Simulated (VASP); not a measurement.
# AlN (P6_3mc) in VASP: further runs

AlN is run at these levels: RPBE, BLYP; tasks: single point.

Program: VASP 6.6.1. These are calculated values, not measurements. Logs are shortened: lines on timing, memory, paths and dates and some standing lists are left out, and cuts for length are marked.

**The experiment to reproduce.**

From “Self-assembly of well-separated AlN nanowires directly on sputtered metallic TiN films”, 2019, arxiv:1910.07391, for a bulk crystal of AlN at 10 K: band gap 6.034 eV (an exciton energy, a little under the gap).

From “Structural and optical properties of self-assembled AlN nanowires grown on SiO2/Si substrates by molecular beam epitaxy”, 2024, arxiv:2402.00216, for a bulk crystal of AlN at 0 K: band gap 6.0343 eV (an exciton energy, a little under the gap).

The runs below are set against these values where they give the same quantity.

**1. The cell of the first run**

The structure is hexagonal, space group P6_3mc (No. 186). The conventional cell has a = 3.149 Å, b = 3.149 Å, c = 5.049 Å, α = 90.00°, β = 90.00°, γ = 120.00°. Al (site symmetry 3m) has 4 N at 1.91 to 1.93 Å within 2.5 Å. Within 2.5 Å of N (site symmetry 3m) lie 4 Al at 1.91 to 1.93 Å.

**2. Single point, RPBE**

INCAR

```
  ALGO = Normal
  EDIFF = 1E-6
  ENCUT = 520
  GGA = RP
  ISIF = 2
  ISMEAR = -1
  LASPH = T
  LCHARG = F
  LREAL = F
  LWAVE = F
  NBANDS = 16
  NELM = 100
  PREC = Accurate
  SIGMA = 0.05
```

KPOINTS

```
k-points
0
Gamma
  10 10 6
```

POSCAR

```
AlN
1.0
    3.1490566054      0.0000000000      0.0000000000
   -1.5745283027      2.7271630183      0.0000000000
    0.0000000000      0.0000000000      5.0494960382
Al N
2 2
Direct
    0.6666666667      0.3333333333      0.4992520591
    0.3333333333      0.6666666667     -0.0007479409
    0.6666666667      0.3333333333      0.8807479409
    0.3333333333      0.6666666667      0.3807479409
```

Potentials or basis: VASP PAW PBE potentials, release 64 (Al, N).

The run is started by

```bash
> cat potpaw_PBE.64/Al/POTCAR potpaw_PBE.64/N/POTCAR > POTCAR
> mpirun -np 1 vasp_std > vasp.out
```

OUTCAR:

```text
EDIFF = 1E-6
   ENCUT = 520
   GGA = RP
   ISIF = 2
   ISMEAR = -1
   LASPH = T
   LREAL = F
   NELM = 100
   PREC = Accurate

 ion  position               nearest neighbor table
   1  0.667  0.333  0.499-   4 1.91   4 1.91   4 1.91   3 1.93   2 3.11   2 3.11   2 3.11   2 3.11
                             2 3.11   2 3.11
   2  0.333  0.667  0.999-   3 1.91   3 1.91   3 1.91   4 1.93   1 3.11   1 3.11   1 3.11   1 3.11
                             1 3.11   1 3.11
   3  0.667  0.333  0.881-   2 1.91   2 1.91   2 1.91   1 1.93
   4  0.333  0.667  0.381-   1 1.91   1 1.91   1 1.91   2 1.93

  LATTYP: Found a hexagonal cell.
 ALAT       =     3.1490566054
 C/A-ratio  =     1.6034948465

  Lattice vectors:

 A1 = (   3.1490566054,   0.0000000000,   0.0000000000)
 A2 = (  -1.5745283027,   2.7271630183,   0.0000000000)
 A3 = (   0.0000000000,   0.0000000000,   5.0494960382)

Analysis of symmetry for initial positions (statically):
=====================================================================
 Subroutine PRICEL returns:
 Original cell was already a primitive cell.

 Routine SETGRP: Setting up the symmetry group for a
 hexagonal supercell.

 Subroutine GETGRP returns: Found 12 space group operations
 (whereof  6 operations were pure point group operations)
 out of a pool of 24 trial point group operations.

The static configuration has the point symmetry C_3v.
 The point group associated with its full space group is C_6v.

Analysis of symmetry for dynamics (positions and initial velocities):
=====================================================================
 Subroutine PRICEL returns:
 Original cell was already a primitive cell.

 Routine SETGRP: Setting up the symmetry group for a
 hexagonal supercell.

 Subroutine GETGRP returns: Found 12 space group operations
 (whereof  6 operations were pure point group operations)
 out of a pool of 24 trial point group operations.

The dynamic configuration has the point symmetry C_3v.
 The point group associated with its full space group is C_6v.

 Subroutine INISYM returns: Found 12 space group operations
 (whereof  6 operations are pure point group operations),
 and found     1 'primitive' translations

----------------------------------------------------------------------------------------

                                     Primitive cell

[... 94 lines left out ...]
   EDIFF  = 0.1E-05   stopping-criterion for ELM
   LREAL  =      F    real-space projection
   EDIFFG = 0.1E-04   stopping-criterion for IOM
   NSW    =      0    number of steps for IOM
   IBRION =     -1    ionic relax: 0-MD 1-quasi-New 2-CG
   NFREE  =      0    steps in history (QN), initial steepest desc. (CG)
   ISIF   =      2    stress and relaxation
   ISYM   =      2    0-nonsym 1-usesym 2-fastsym
   POTIM  = 0.5000    time-step for ionic-motion
   TEBEG  =    0.0;   TEEND  =   0.0 temperature during run
   PSTRESS=    0.0 pullay stress
   NELECT =      16.0000    total number of electrons
   NUPDOWN=      -1.0000    fix difference up-down
   EMIN   =  10.00;   EMAX   =-10.00  energy-range for DOS
   EFERMI =   0.00;   METHOD = LEGACY
   ISMEAR =    -1;   SIGMA  =   0.05  broadening in eV -4-tet -1-fermi 0-gaus
   EFERMI_NEDOS =   21; number of points for ismear=-14 and -15
   IALGO  =     38    algorithm
   IMIX   =      4    mixing-type and parameters
     AMIX     =   0.40;   BMIX     =  1.00
     AMIX_MAG =   1.60;   BMIX_MAG =  1.00
  volume/ion in A,a.u.               =      10.84        73.16
  Fermi-wavevector in a.u.,A,eV,Ry     =   1.174181  2.218880 18.758358  1.378700
  Thomas-Fermi vector in A             =   2.310582
   LORBIT       =      0    0 simple, 1 ext, 2 COOP (PROOUT), +10 PAW based schemes
   GGA     = RP    functional components
   LHFCALC =     F    Hartree Fock is set to
   AEXX    =    0.0000 exact exchange contribution
   IVDW    =     0    specifies the selected vdW correction
   LEPSILON=     F    determine dielectric tensor
   LRPA    =     F    only Hartree local field effects (RPA)
 non-spin polarized calculation
  energy-cutoff  :      520.00
  volume of cell :       43.37
 maximum number of plane-waves:      1194
 NGX is ok and might be reduce to    24
   NGX = 11   NGY = 11   NGZ = 19

 number of electron      16.0000000 magnetization

 Free energy of the ion-electron system (eV)
  ---------------------------------------------------
  ext. energy  EPLUGINS =         0.00000000
  ---------------------------------------------------
  free energy    TOTEN  =       -28.35204280 eV

  energy without entropy =      -28.35204280  energy(sigma->0) =      -28.35204280

 E-fermi :   6.8470     XC(G=0): -10.6172

 val. band max:        5.9067418708   @ k =   0.0000   0.0000   0.0000
 cond. band min:       9.8409124714   @ k =   0.0000   0.0000   0.0000
 fundamental gap:      3.9341706006
 Fermi energy:         6.8469621317

 k-point     1 :       0.0000    0.0000    0.0000
  band No.  band energies     occupation
      1      -9.0958      2.00000
      2      -7.0955      2.00000
      3       0.1117      2.00000
      4       5.0742      2.00000
      5       5.0742      2.00000
      6       5.7085      2.00000
[... 433 lines left out ...]
      3       0.6720      2.00000
      4       1.6302      2.00000
      5       2.9444      2.00000
      6       3.6910      2.00000
[... 8 lines left out ...]
     15      18.3066      0.00000
     16      20.5032      0.00000

 [... further k-points ...]

------------------------ aborting loop because EDIFF is reached ----------------------------------------

  FORCE on cell =-STRESS in cart. coord.  units (eV):
  Direction    XX          YY          ZZ          XY          YZ          ZX
  --------------------------------------------------------------------------------------
  -------------------------------------------------------------------------------------
  Total       -0.1710509     -0.1710509     -0.1517020      0.0000000     -0.0000000     -0.0000000
  in kB       -6.3196998     -6.3196998     -5.6048274      0.0000000     -0.0000000     -0.0000000
  external PRESSURE =      -6.0814090 kB  Pullay stress =       0.0000000 kB

 VOLUME and BASIS-vectors are now :
 -----------------------------------------------------------------------------
  energy-cutoff  :      520.00
  volume of cell :       43.37
      direct lattice vectors                 reciprocal lattice vectors
     3.149056605  0.000000000  0.000000000     0.317555422  0.183340709  0.000000000
    -1.574528303  2.727163018  0.000000000     0.000000000  0.366681417  0.000000000
     0.000000000  0.000000000  5.049496038     0.000000000  0.000000000  0.198039565

 POSITION                                       TOTAL-FORCE (eV/Angst)
 -----------------------------------------------------------------------------------
      1.57453      0.90905      2.52097         0.000000     -0.000000      0.001308
     -0.00000      1.81811      5.04572        -0.000000      0.000000      0.001308
      1.57453      0.90905      4.44733        -0.000000      0.000000     -0.001308
     -0.00000      1.81811      1.92259        -0.000000     -0.000000     -0.001308
 -----------------------------------------------------------------------------------
    total drift:                               -0.000000      0.000000      0.000126

  FREE ENERGIE OF THE ION-ELECTRON SYSTEM (eV)
  ---------------------------------------------------
  free  energy   TOTEN  =       -28.3520428042 eV

  energy  without entropy=      -28.3520428041  energy(sigma->0) =      -28.35204280
```

OSZICAR:

```text
N       E                     dE             d eps       ncg     rms          rms(c)
DAV:   1     0.433049105672E+02    0.43305E+02   -0.72546E+03  1792   0.890E+02
DAV:   2    -0.291830584209E+02   -0.72488E+02   -0.66233E+02  2520   0.184E+02
DAV:   3    -0.328134108378E+02   -0.36304E+01   -0.36202E+01  2176   0.432E+01
DAV:   4    -0.328359665976E+02   -0.22556E-01   -0.22554E-01  2256   0.383E+00
DAV:   5    -0.328362640164E+02   -0.29742E-03   -0.29742E-03  2200   0.445E-01    0.121E+01
DAV:   6    -0.282931545057E+02    0.45431E+01   -0.10396E+01  2152   0.232E+01    0.440E+00
DAV:   7    -0.283415270881E+02   -0.48373E-01   -0.64589E-01  1920   0.565E+00    0.305E+00
DAV:   8    -0.283562429082E+02   -0.14716E-01   -0.57607E-02  1960   0.237E+00    0.639E-01
DAV:   9    -0.283510851121E+02    0.51578E-02   -0.11938E-02  2400   0.825E-01    0.267E-01
DAV:  10    -0.283521792416E+02   -0.10941E-02   -0.38292E-03  1904   0.384E-01    0.167E-01
DAV:  11    -0.283520332684E+02    0.14597E-03   -0.36883E-04  2096   0.149E-01    0.356E-02
DAV:  12    -0.283520429290E+02   -0.96606E-05   -0.25986E-05  1944   0.404E-02    0.977E-03
DAV:  13    -0.283520428042E+02    0.12483E-06   -0.77624E-06  2152   0.212E-02
   1 F= -.28352043E+02 E0= -.28352043E+02  d E =-.839575E-10
```

stdout:

```text
POSCAR found type information on POSCAR AlN
 POSCAR found :  2 types and       4 ions
 scaLAPACK will be used
 -----------------------------------------------------------------------------
|                                                                             |
|                                                                             |
|     You enforced a specific xc type in the INCAR file but a different       |
|     I HOPE YOU KNOW WHAT YOU ARE DOING!                                     |
|                                                                             |
 -----------------------------------------------------------------------------

 LDA part: xc-table for (Slater+PW92), standard interpolation
 POSCAR, INCAR and KPOINTS ok, starting setup
 FFT: planning ... GRIDC
 FFT: planning ... GRID_SOFT
 FFT: planning ... GRID
 WAVECAR not read
 entering main loop
```

Run time: 12 s. Hardware: 1 thread of Intel Xeon 6975P-C (Granite Rapids), shared host; peak memory 0.17 GiB.

Results:

| Property | Result |
| --- | --- |
| Free energy | -28.3520 eV |
| Pressure | -0.6 GPa |
| Band gap on the k mesh | 3.93 eV, direct |

Caveat: the PAW data sets were made with another functional, which shifts forces and pressure a little.

(Part 1 of 2 ends here.)
